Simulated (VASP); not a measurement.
A run of VASP 6.6.1 is set up as follows.

The input POSCAR:

```
Ba
1.0
    0.0000000000      3.2856689316      3.2856689316
    3.2856689316      0.0000000000      3.2856689316
    3.2856689316      3.2856689316      0.0000000000
Ba
1
Direct
    0.0000000000      0.0000000000      0.0000000000
```

The input INCAR.step1:

```
PREC = Accurate
ENCUT = 520
ISMEAR = -1
SIGMA = 0.05
LREAL = F
LASPH = T
NELM = 100
NBANDS = 11
GGA = PE
ALGO = Normal
EDIFF = 1E-4
LWAVE = T
LCHARG = F
```

The input INCAR.step2:

```
PREC = Accurate
ENCUT = 520
EDIFF = 1E-8
ISMEAR = -1
SIGMA = 0.05
LREAL = F
LASPH = T
NELM = 100
ALGO = Normal
ISIF = 2
LWAVE = F
LCHARG = F
METAGGA = R2SCAN
LMIXTAU = T
LEFG = T
NBANDS = 11
ISTART = 1
```

The input KPOINTS:

```
regular mesh
0
Gamma
  9 9 9
```

Potentials or basis: VASP PAW PBE potentials, release 64 (Ba_sv).

Launch:

```bash
$ cat potpaw_PBE.64/Ba_sv/POTCAR > POTCAR
$ cp INCAR.step1 INCAR
$ mpirun -np 1 vasp_std > vasp.out
$ cp INCAR.step2 INCAR
$ mpirun -np 1 vasp_std > vasp.out
```

(1) Predict the pressure.

(2) Estimate the band gap on the k mesh.

Answers

(1) -0.4 GPa.

(2) zero (bands 5 and 6 overlap by 0.06 eV).

Caveat: the PAW data sets were made with another functional, which shifts forces and pressure a little; spin-orbit coupling is left out, which moves the levels of the heavy elements.
